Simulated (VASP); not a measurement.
# BN (Cm) in VASP: notebook

Runs on BN. Level: PBE+D3(BJ). Tasks: single point.

All numbers are computed with VASP 6.6.1; they aren't measurements. Logs are shortened: lines on timing, memory, paths and dates and some standing lists are left out, and cuts for length are marked.

## (1) The cell of the first run

The structure is monoclinic, space group Cm (No. 8). The conventional cell has a = 4.346 Å, b = 2.509 Å, c = 3.775 Å, α = 90.00°, β = 112.75°, γ = 90.00°. Within 1.9 Å of B (site symmetry m) lie 3 N at 1.45 Å. N (site symmetry m) has 3 B at 1.45 Å within 1.9 Å.

## (2) Single point, PBE+D3(BJ) (9.49 Å³/atom)

The input, INCAR:

```
PREC = Accurate
ENCUT = 520
EDIFF = 1E-7
ISMEAR = 0
SIGMA = 0.02
LREAL = False
LASPH = True
NELM = 100
ALGO = Normal
ISIF = 2
LWAVE = False
LCHARG = True
GGA = PE
IVDW = 12
LELF = True
LVHAR = True
NBANDS = 11
```

The input, KPOINTS:

```
Automatic mesh
0
Gamma
  12 12 12
```

The input, POSCAR:

```
BN
1.0
    2.4984204805      0.0021051329     -0.2336660947
   -1.2400726903      2.1689481809      0.2336507745
   -0.9189657218     -0.9175376425      3.5379195863
B N
1 1
Direct
    0.9908983655      0.9913524552     -0.0063631794
    0.6572506345      0.3245315448      0.9931681794
```

Potentials or basis: VASP PAW PBE potentials, release 64 (B, N).

Started as:

```
> cat potpaw_PBE.64/B/POTCAR potpaw_PBE.64/N/POTCAR > POTCAR
> mpirun -np 1 vasp_std > vasp.out
```

OUTCAR:

```text
PREC = Accurate
   ENCUT = 520
   EDIFF = 1E-7
   ISMEAR = 0
   LREAL = False
   LASPH = True
   NELM = 100
   ISIF = 2
   GGA = PE
   IVDW = 12
 IVDW          = 12

 ion  position               nearest neighbor table
   1  0.991  0.991  0.994-   2 1.45   2 1.45   2 1.45
   2  0.657  0.325  0.993-   1 1.45   1 1.45   1 1.45

  LATTYP: Found a base centered monoclinic cell.
 ALAT       =     4.3462541388
 B/A-ratio  =     0.5773626462
 C/A-ratio  =     0.8685689082
 COS(beta)  =    -0.3866744719

  Lattice vectors:

 A1 = (  -1.2400726903,   2.1689481809,   0.2336507745)
 A2 = (  -2.4984204805,  -0.0021051329,   0.2336660947)
 A3 = (   1.5794547587,  -0.9154325096,   3.3042534916)

Analysis of symmetry for initial positions (statically):
=====================================================================
 Subroutine PRICEL returns:
 Original cell was already a primitive cell.

 Routine SETGRP: Setting up the symmetry group for a
 base centered monoclinic supercell.

 Subroutine GETGRP returns: Found  2 space group operations
 (whereof  1 operations were pure point group operations)
 out of a pool of  4 trial point group operations.

The static configuration has the point symmetry C_1 .
 The point group associated with its full space group is C_1h.

Analysis of symmetry for dynamics (positions and initial velocities):
=====================================================================
 Subroutine PRICEL returns:
 Original cell was already a primitive cell.

 Routine SETGRP: Setting up the symmetry group for a
 base centered monoclinic supercell.

 Subroutine GETGRP returns: Found  2 space group operations
 (whereof  1 operations were pure point group operations)
 out of a pool of  4 trial point group operations.

The dynamic configuration has the point symmetry C_1 .
 The point group associated with its full space group is C_1h.

 Subroutine INISYM returns: Found  2 space group operations
 (whereof  1 operations are pure point group operations),
 and found     1 'primitive' translations

----------------------------------------------------------------------------------------

                                     Primitive cell

  volume of cell :      18.9846

  direct lattice vectors                    reciprocal lattice vectors
     2.498420481  0.002105133 -0.233666095     0.415492243  0.219786764  0.164923409
    -1.240072690  2.168948181  0.233650774     0.010900931  0.454288561  0.120648428
    -0.918965722 -0.917537643  3.537919586     0.026721760 -0.015485982  0.285576703

  length of vectors
     2.509324445  2.509324446  3.768719719     0.498136282  0.470162706  0.287241921

  position of ions in fractional coordinates (direct lattice)
     0.990898366  0.991352455  0.993636821
     0.657250635  0.324531545  0.993168179

  ion indices of the primitive-cell ions
   primitive index   ion index
                 1           1
                 2           2

----------------------------------------------------------------------------------------

 KPOINTS: Automatic mesh

Automatic generation of k-mesh.
 Grid dimensions read from file:
 generate k-points for:   12   12   12

 Generating k-lattice:

  Cartesian coordinates                     Fractional coordinates (reciprocal lattice)
     0.034624354  0.018315564  0.013743617     0.083333333  0.000000000  0.000000000
     0.000908411  0.037857380  0.010054036     0.000000000  0.083333333 -0.000000000
     0.002226813 -0.001290499  0.023798059    -0.000000000  0.000000000  0.083333333

  Length of vectors
     0.041511357  0.039180226  0.023936827

  Shift w.r.t. Gamma in fractional coordinates (k-lattice)
     0.000000000  0.000000000  0.000000000

 Subroutine IBZKPT returns following result:
 ===========================================

 Found    476 irreducible k-points:

 Following reciprocal coordinates:
            Coordinates               Weight
  0.000000  0.000000  0.000000      1.000000
  0.083333 -0.000000  0.000000      4.000000
  0.166667 -0.000000 -0.000000      4.000000
  0.250000 -0.000000  0.000000      4.000000
  0.333333 -0.000000 -0.000000      4.000000
  0.416667  0.000000 -0.000000      4.000000
[... 16 lines left out ...]
  0.250000  0.166667  0.000000      4.000000
  0.333333  0.166667 -0.000000      4.000000
 [... further k-points ...]
   k-points           NKPTS =    476   k-points in BZ     NKDIM =    476   number of bands    NBANDS=     11
   number of dos      NEDOS =    301   number of ions     NIONS =      2
   total plane-waves  NPLWV =  11200
   dimension x,y,z NGX =    20 NGY =   20 NGZ =   28
   dimension x,y,z NGXF=    40 NGYF=   40 NGZF=   56
   ions per type =               1   1
   NGX,Y,Z   is equivalent  to a cutoff of  13.25, 13.25, 12.35 a.u.
   NGXF,Y,Z  is equivalent  to a cutoff of  26.50, 26.50, 24.70 a.u.
 SYSTEM =  unknown system
   PREC   = accura    normal or accurate (medium, high low for compatibility)
   ISTART =      0    job   : 0-new  1-cont  2-samecut
   ICHARG =      2    charge: 1-file 2-atom 10-const
   ISPIN  =      1    spin polarized calculation?
   LNONCOLLINEAR =      F non collinear calculations
   LSORBIT =      F    spin-orbit coupling
   LASPH  =      T    aspherical Exc in radial PAW
   ENCUT  =  520.0 eV  38.22 Ry    6.18 a.u.   4.67  4.67  7.01*2*pi/ulx,y,z
   NELM   =    100;   NELMIN=  2; NELMDL= -5     # of ELM steps
   EDIFF  = 0.1E-06   stopping-criterion for ELM
   LREAL  =      F    real-space projection
   EDIFFG = 0.1E-05   stopping-criterion for IOM
   NSW    =      0    number of steps for IOM
   IBRION =     -1    ionic relax: 0-MD 1-quasi-New 2-CG
   NFREE  =      0    steps in history (QN), initial steepest desc. (CG)
   ISIF   =      2    stress and relaxation
   ISYM   =      2    0-nonsym 1-usesym 2-fastsym
   POTIM  = 0.5000    time-step for ionic-motion
   TEBEG  =    0.0;   TEEND  =   0.0 temperature during run
   PSTRESS=    0.0 pullay stress
   NELECT =       8.0000    total number of electrons
   NUPDOWN=      -1.0000    fix difference up-down
   EMIN   =  10.00;   EMAX   =-10.00  energy-range for DOS
   EFERMI =   0.00;   METHOD = LEGACY
   ISMEAR =     0;   SIGMA  =   0.02  broadening in eV -4-tet -1-fermi 0-gaus
   EFERMI_NEDOS =   21; number of points for ismear=-14 and -15
   IALGO  =     38    algorithm
   IMIX   =      4    mixing-type and parameters
     AMIX     =   0.40;   BMIX     =  1.00
     AMIX_MAG =   1.60;   BMIX_MAG =  1.00
  volume/ion in A,a.u.               =       9.49        64.06
  Fermi-wavevector in a.u.,A,eV,Ry     =   1.227358  2.319370 20.495908  1.506407
  Thomas-Fermi vector in A             =   2.362324
   LORBIT       =      0    0 simple, 1 ext, 2 COOP (PROOUT), +10 PAW based schemes
   GGA     = PE    functional components
   LHFCALC =     F    Hartree Fock is set to
   AEXX    =    0.0000 exact exchange contribution
   IVDW    =    12    specifies the selected vdW correction
   LEPSILON=     F    determine dielectric tensor
   LRPA    =     F    only Hartree local field effects (RPA)
 non-spin polarized calculation
 Gauss-broadening in eV      SIGMA  =   0.02
  energy-cutoff  :      520.00
  volume of cell :       18.98
 maximum number of plane-waves:       529
   NGX =  9   NGY =  9   NGZ = 13

 number of electron       8.0000000 magnetization

 Free energy of the ion-electron system (eV)
  ---------------------------------------------------
  ext. energy  EPLUGINS =         0.00000000
  ---------------------------------------------------
  free energy    TOTEN  =       -17.59017522 eV

  energy without entropy =      -17.59017522  energy(sigma->0) =      -17.59017522

 E-fermi :   2.0829     XC(G=0):  -9.7506

 val. band max:        1.8636927265   @ k =   0.3333   0.3333   0.0833
 cond. band min:       6.1712470991   @ k =   0.5000   0.5000   0.5000
 fundamental gap:      4.3075543726
 Fermi energy:         2.0829169129

 k-point     1 :       0.0000    0.0000    0.0000
  band No.  band energies     occupation
      1     -15.8463      2.00000
      2      -2.4408      2.00000
      3       0.5505      2.00000
      4       0.5506      2.00000
      5       6.8569      0.00000
      6      13.4534      0.00000
      7      13.4548      0.00000
      8      14.8339      0.00000
      9      16.2948      0.00000
     10      27.5647      0.00000
     11      28.8139      0.00000

 k-point     2 :       0.0833   -0.0000    0.0000
  band No.  band energies     occupation
      1     -15.7059      2.00000
      2      -2.3346      2.00000
      3      -0.0102      2.00000
      4       0.2916      2.00000
      5       7.2246      0.00000
      6      13.3721      0.00000
      7      14.0402      0.00000
      8      14.3753      0.00000
      9      16.7335      0.00000
     10      27.1976      0.00000
     11      27.9472      0.00000

 k-point     3 :       0.1667   -0.0000   -0.0000
  band No.  band energies     occupation
      1     -15.2936      2.00000
      2      -2.0117      2.00000
      3      -1.4018      2.00000
      4      -0.3391      2.00000
      5       8.1864      0.00000
      6      12.9254      0.00000
      7      13.3998      0.00000
      8      15.6314      0.00000
      9      17.8005      0.00000
     10      24.4038      0.00000
     11      28.5723      0.00000
[... 267 lines left out ...]
 k-point    23 :       0.2500    0.1667    0.0000
  band No.  band energies     occupation
      1     -13.5021      2.00000
      2      -4.9516      2.00000
      3      -2.9012      2.00000
      4      -0.1605      2.00000
      5       8.4943      0.00000
      6      12.4118      0.00000
      7      14.6548      0.00000
      8      17.6591      0.00000
      9      19.0256      0.00000
     10      22.5403      0.00000
     11      25.2062      0.00000

 k-point    24 :       0.3333    0.1667   -0.0000
  band No.  band energies     occupation
      1     -12.7560      2.00000
      2      -6.1179      2.00000
      3      -3.4351      2.00000
      4       0.6929      2.00000
      5       7.0353      0.00000
      6      13.4033      0.00000
      7      15.0597      0.00000
      8      18.1114      0.00000
      9      19.8607      0.00000
     10      22.7658      0.00000
     11      24.9335      0.00000

 [... further k-points ...]

------------------------ aborting loop because EDIFF is reached ----------------------------------------

 Edisp (eV)   -0.26531

 E8    (eV) :    -0.0773

  FORCE on cell =-STRESS in cart. coord.  units (eV):
  Direction    XX          YY          ZZ          XY          YZ          ZX
  --------------------------------------------------------------------------------------
  -------------------------------------------------------------------------------------
  Total      -0.11666    -0.11643    -0.15279     0.00021     0.00254    -0.00438
  in kB      -9.84572    -9.82575   -12.89460     0.01742     0.21427    -0.36947
  external pressure =      -10.86 kB  Pullay stress =        0.00 kB

 VOLUME and BASIS-vectors are now :
 -----------------------------------------------------------------------------
  energy-cutoff  :      520.00
  volume of cell :       18.98
      direct lattice vectors                 reciprocal lattice vectors
     2.498420481  0.002105133 -0.233666095     0.415492243  0.219786764  0.164923409
    -1.240072690  2.168948181  0.233650774     0.010900931  0.454288561  0.120648428
    -0.918965722 -0.917537643  3.537919586     0.026721760 -0.015485982  0.285576703

 POSITION                                       TOTAL-FORCE (eV/Angst)
 -----------------------------------------------------------------------------------
      0.33321      1.24058      3.51550        -0.000122      0.000071     -0.001336
      0.32696     -0.20599      3.43600         0.000122     -0.000071      0.001336
 -----------------------------------------------------------------------------------
    total drift:                               -0.000109      0.000066      0.000061

  FREE ENERGIE OF THE ION-ELECTRON SYSTEM (eV)
  ---------------------------------------------------
  free  energy   TOTEN  =       -17.8554834872 eV

  energy  without entropy=      -17.8554834872  energy(sigma->0) =      -17.85548349
```

It took 2 min on 1 thread of Intel Xeon 8259CL, shared host; peak memory 0.22 GiB.

What came out:

```yaml
Free_energy: -17.8555 eV
Pressure: -1.1 GPa
Band_gap_on_the_k_mesh: 4.31 eV (least direct gap 4.67 eV)
Dispersion_energy_per_atom: -0.133 eV
```

Stress tensor (GPa, compression positive):
```
-0.98  0.00 -0.04
 0.00 -0.98  0.02
-0.04  0.02 -1.29
```

(Continued in part 2 of 2.)
